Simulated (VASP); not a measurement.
# Os (P6_3/mmc) in VASP: a series of runs

The runs below take Os through electric field gradients, vibrations by perturbation theory, with PBE.

Program: VASP 6.6.1. These are calculated values, not measurements. Logs are shortened: lines on timing, memory, paths and dates and some standing lists are left out, and cuts for length are marked.

## 1. The cell of the first run

The structure is hexagonal, space group P6_3/mmc (No. 194). The conventional cell has a = 2.755 Å, b = 2.755 Å, c = 4.349 Å, α = 90.00°, β = 90.00°, γ = 120.00°. Within 3.6 Å of Os (site symmetry -6m2) lie 12 Os at 2.69 to 2.75 Å.

## 2. Electric field gradients, PBE

INCAR reads:

```
SYSTEM = Os
PREC = Accurate
ENCUT = 520
EDIFF = 1E-8
ISMEAR = -1
SIGMA = 0.15
LREAL = .False.
LASPH = .True.
NELM = 100
ALGO = Normal
ISIF = 2
LWAVE = .False.
LCHARG = .False.
GGA = PE
LEFG = .True.
NBANDS = 15
```

KPOINTS reads:

```
Automatic mesh
0
Gamma
  18 18 10
  0 0 0
```

POSCAR reads:

```
Os
1.0
    2.7545062634      0.0000000000      0.0000000000
   -1.3772531317      2.3854723990      0.0000000000
    0.0000000000      0.0000000000      4.3494171523
Os
2
Direct
    0.3333333333      0.6666666667      0.2500000000
    0.6666666667      0.3333333333      0.7500000000
```

Potentials or basis: VASP PAW PBE potentials, release 64 (Os).

The run is started by

```sh
> cat potpaw_PBE.64/Os/POTCAR > POTCAR
> mpirun -np 1 vasp_std > vasp.out
```

OUTCAR:

```text
SYSTEM = Os
   PREC = Accurate
   ENCUT = 520
   EDIFF = 1E-8
   ISMEAR = -1
   LREAL = .False.
   LASPH = .True.
   NELM = 100
   ISIF = 2
   GGA = PE

 ion  position               nearest neighbor table
   1  0.333  0.667  0.250-   2 2.69   2 2.69   2 2.69   2 2.69   2 2.69   2 2.69
   2  0.667  0.333  0.750-   1 2.69   1 2.69   1 2.69   1 2.69   1 2.69   1 2.69

  LATTYP: Found a hexagonal cell.
 ALAT       =     2.7545062634
 C/A-ratio  =     1.5790187919

  Lattice vectors:

 A1 = (   2.7545062634,   0.0000000000,   0.0000000000)
 A2 = (  -1.3772531317,   2.3854723990,   0.0000000000)
 A3 = (   0.0000000000,   0.0000000000,   4.3494171523)

Analysis of symmetry for initial positions (statically):
=====================================================================
 Subroutine PRICEL returns:
 Original cell was already a primitive cell.

 Routine SETGRP: Setting up the symmetry group for a
 hexagonal supercell.

 Subroutine GETGRP returns: Found 24 space group operations
 (whereof 12 operations were pure point group operations)
 out of a pool of 24 trial point group operations.

The static configuration has the point symmetry D_3d.
 The point group associated with its full space group is D_6h.

Analysis of symmetry for dynamics (positions and initial velocities):
=====================================================================
 Subroutine PRICEL returns:
 Original cell was already a primitive cell.

 Routine SETGRP: Setting up the symmetry group for a
 hexagonal supercell.

 Subroutine GETGRP returns: Found 24 space group operations
 (whereof 12 operations were pure point group operations)
 out of a pool of 24 trial point group operations.

The dynamic configuration has the point symmetry D_3d.
 The point group associated with its full space group is D_6h.

 Subroutine INISYM returns: Found 24 space group operations
 (whereof 12 operations are pure point group operations),
 and found     1 'primitive' translations

----------------------------------------------------------------------------------------

                                     Primitive cell

  volume of cell :      28.5791

  direct lattice vectors                    reciprocal lattice vectors
     2.754506263  0.000000000  0.000000000     0.363041469  0.209602090  0.000000000
    -1.377253132  2.385472399  0.000000000     0.000000000  0.419204180  0.000000000
     0.000000000  0.000000000  4.349417152     0.000000000  0.000000000  0.229915863

  length of vectors
     2.754506263  2.754506263  4.349417152     0.419204180  0.419204180  0.229915863

  position of ions in fractional coordinates (direct lattice)
     0.333333333  0.666666667  0.250000000
     0.666666667  0.333333333  0.750000000

  ion indices of the primitive-cell ions
   primitive index   ion index
                 1           1
                 2           2

----------------------------------------------------------------------------------------

 KPOINTS: Automatic mesh

Automatic generation of k-mesh.
 Grid dimensions read from file:
 generate k-points for:   18   18   10

 Generating k-lattice:

  Cartesian coordinates                     Fractional coordinates (reciprocal lattice)
     0.020168970  0.011644561  0.000000000     0.055555556  0.000000000  0.000000000
     0.000000000  0.023289121  0.000000000     0.000000000  0.055555556  0.000000000
     0.000000000  0.000000000  0.022991586     0.000000000  0.000000000  0.100000000

  Length of vectors
     0.023289121  0.023289121  0.022991586

  Shift w.r.t. Gamma in fractional coordinates (k-lattice)
[... 37 lines left out ...]
   dimension x,y,z NGX =    20 NGY =   20 NGZ =   32
   dimension x,y,z NGXF=    40 NGYF=   40 NGZF=   64
   ions per type =               2
   NGX,Y,Z   is equivalent  to a cutoff of  12.07, 12.07, 12.23 a.u.
   NGXF,Y,Z  is equivalent  to a cutoff of  24.14, 24.14, 24.46 a.u.
 SYSTEM =  Os
   PREC   = accura    normal or accurate (medium, high low for compatibility)
   ISTART =      0    job   : 0-new  1-cont  2-samecut
   ICHARG =      2    charge: 1-file 2-atom 10-const
   ISPIN  =      1    spin polarized calculation?
   LNONCOLLINEAR =      F non collinear calculations
   LSORBIT =      F    spin-orbit coupling
   LASPH  =      T    aspherical Exc in radial PAW
   ENCUT  =  520.0 eV  38.22 Ry    6.18 a.u.   5.12  5.12  8.09*2*pi/ulx,y,z
   NELM   =    100;   NELMIN=  2; NELMDL= -5     # of ELM steps
   EDIFF  = 0.1E-07   stopping-criterion for ELM
   LREAL  =      F    real-space projection
   EDIFFG = 0.1E-06   stopping-criterion for IOM
   NSW    =      0    number of steps for IOM
   IBRION =     -1    ionic relax: 0-MD 1-quasi-New 2-CG
   NFREE  =      0    steps in history (QN), initial steepest desc. (CG)
   ISIF   =      2    stress and relaxation
   ISYM   =      2    0-nonsym 1-usesym 2-fastsym
   POTIM  = 0.5000    time-step for ionic-motion
   TEBEG  =    0.0;   TEEND  =   0.0 temperature during run
   PSTRESS=    0.0 pullay stress
   NELECT =      16.0000    total number of electrons
   NUPDOWN=      -1.0000    fix difference up-down
   EMIN   =  10.00;   EMAX   =-10.00  energy-range for DOS
   EFERMI =   0.00;   METHOD = LEGACY
   ISMEAR =    -1;   SIGMA  =   0.15  broadening in eV -4-tet -1-fermi 0-gaus
   EFERMI_NEDOS =   21; number of points for ismear=-14 and -15
   IALGO  =     38    algorithm
   IMIX   =      4    mixing-type and parameters
     AMIX     =   0.40;   BMIX     =  1.00
     AMIX_MAG =   1.60;   BMIX_MAG =  1.00
  volume/ion in A,a.u.               =      14.29        96.43
  Fermi-wavevector in a.u.,A,eV,Ry     =   1.349269  2.549748 24.769757  1.820526
  Thomas-Fermi vector in A             =   2.476869
   LORBIT       =      0    0 simple, 1 ext, 2 COOP (PROOUT), +10 PAW based schemes
   GGA     = PE    functional components
   LHFCALC =     F    Hartree Fock is set to
   AEXX    =    0.0000 exact exchange contribution
   IVDW    =     0    specifies the selected vdW correction
   LEPSILON=     F    determine dielectric tensor
   LRPA    =     F    only Hartree local field effects (RPA)
 non-spin polarized calculation
  energy-cutoff  :      520.00
  volume of cell :       28.58
 maximum number of plane-waves:       786
   NGX = 11   NGY = 11   NGZ = 17

 number of electron      16.0000000 magnetization

 Free energy of the ion-electron system (eV)
  ---------------------------------------------------
  ext. energy  EPLUGINS =         0.00000000
  ---------------------------------------------------
  free energy    TOTEN  =       -22.54510941 eV

  energy without entropy =      -22.44987199  energy(sigma->0) =      -22.49749070

 E-fermi :   9.1678     XC(G=0): -13.9350

 val. band max:        9.1596099842   @ k =   0.1667   0.1111   0.3000
 cond. band min:       9.1792242479   @ k =   0.0000   0.0000   0.0000
 fundamental gap:      0.0196142636
 Fermi energy:         9.1677736772

 k-point     1 :       0.0000    0.0000    0.0000
  band No.  band energies     occupation
      1      -1.6031      2.00000
      2       1.5568      2.00000
      3       6.1880      2.00000
      4       6.1880      2.00000
      5       6.4397      2.00000
      6       7.0019      2.00000
      7       7.0019      2.00000
      8       7.6271      1.99993
      9       7.6271      1.99993
     10       9.1792      0.96185
     11      10.7813      0.00004
     12      10.7813      0.00004
     13      17.9759      0.00000
     14      23.1853      0.00000
[... 401 lines left out ...]
      2       2.6183      2.00000
      3       2.9728      2.00000
      4       5.6407      2.00000
      5       5.7043      2.00000
      6       6.5960      2.00000
      7       7.2814      1.99999
      8      10.6789      0.00008
      9      11.0927      0.00001
     10      11.5644      0.00000
     11      12.9276      0.00000
     12      15.8934      0.00000
     13      18.3929      0.00000
     14      19.5027      0.00000
     15      21.1505      0.00000

 [... further k-points ...]

------------------------ aborting loop because EDIFF is reached ----------------------------------------

  FORCE on cell =-STRESS in cart. coord.  units (eV):
  Direction    XX          YY          ZZ          XY          YZ          ZX
  --------------------------------------------------------------------------------------
  -------------------------------------------------------------------------------------
  Total       -0.0211994     -0.0211994     -0.0426092      0.0000000      0.0000000      0.0000000
  in kB       -1.1884604     -1.1884604     -2.3887170      0.0000000      0.0000000      0.0000000
  external PRESSURE =      -1.5885459 kB  Pullay stress =       0.0000000 kB

 VOLUME and BASIS-vectors are now :
 -----------------------------------------------------------------------------
  energy-cutoff  :      520.00
  volume of cell :       28.58
      direct lattice vectors                 reciprocal lattice vectors
     2.754506263  0.000000000  0.000000000     0.363041469  0.209602090  0.000000000
    -1.377253132  2.385472399  0.000000000     0.000000000  0.419204180  0.000000000
     0.000000000  0.000000000  4.349417152     0.000000000  0.000000000  0.229915863

 POSITION                                       TOTAL-FORCE (eV/Angst)
 -----------------------------------------------------------------------------------
     -0.00000      1.59031      1.08735        -0.000000      0.000000      0.000000
      1.37725      0.79516      3.26206         0.000000     -0.000000      0.000000
 -----------------------------------------------------------------------------------
    total drift:                               -0.000000      0.000000     -0.000000

  FREE ENERGIE OF THE ION-ELECTRON SYSTEM (eV)
  ---------------------------------------------------
  free  energy   TOTEN  =       -22.5451094083 eV

  energy  without entropy=      -22.4498719868  energy(sigma->0) =      -22.49749070

 Electric field gradients (V/A^2)
---------------------------------------------------------------------
 ion       V_xx      V_yy      V_zz      V_xy      V_xz      V_yz
---------------------------------------------------------------------
   1      38.330    38.329   -76.659    -0.000     0.000     0.000
   2      38.330    38.329   -76.659    -0.000     0.000     0.000
---------------------------------------------------------------------

 Electric field gradients after diagonalization (V/A^2)
 (convention: |V_zz| > |V_xx| > |V_yy|)
----------------------------------------------------------------------
 ion       V_xx      V_yy      V_zz     asymmetry (V_yy - V_xx)/ V_zz
----------------------------------------------------------------------
   1      38.330    38.329   -76.659       0.000
   2      38.330    38.329   -76.659       0.000
----------------------------------------------------------------------

           NMR quadrupolar parameters

 Cq : quadrupolar parameter    Cq=e*Q*V_zz/h
 eta: asymmetry parameters     (V_yy - V_xx)/ V_zz
 Q  : nuclear electric quadrupole moment in mb (millibarn)
----------------------------------------------------------------------
 ion       Cq(MHz)       eta       Q (mb)
----------------------------------------------------------------------
   1      -0.185       0.000       1.000
   2      -0.185       0.000       1.000
----------------------------------------------------------------------
```

Wall time 34 s (1 thread of Intel Xeon 6975P-C (Granite Rapids), shared host); peak memory 0.19 GiB.

Results:

```yaml
Free_energy: -22.5451 eV
Pressure: -0.2 GPa
Band_gap_on_the_k_mesh: zero (band 8 reaches 11.11 eV, above the bottom of band 9 at 7.31 eV)
```

Stress tensor (GPa, compression positive):
```
-0.12  0.00  0.00
 0.00 -0.12  0.00
 0.00  0.00 -0.24
```

Electric field gradients, principal values (V/Å²):
```
atom   least  middle  greatest (by size)
1 Os  38.329  38.330             -76.659
2 Os  38.329  38.330             -76.659
```

Caveat: without QUAD_EFG the Cq values of the log hold for a quadrupole moment of 1 mb, not for the nuclei; spin-orbit coupling is left out, which moves the levels of the heavy elements.

(Part 1 of 2 ends here.)
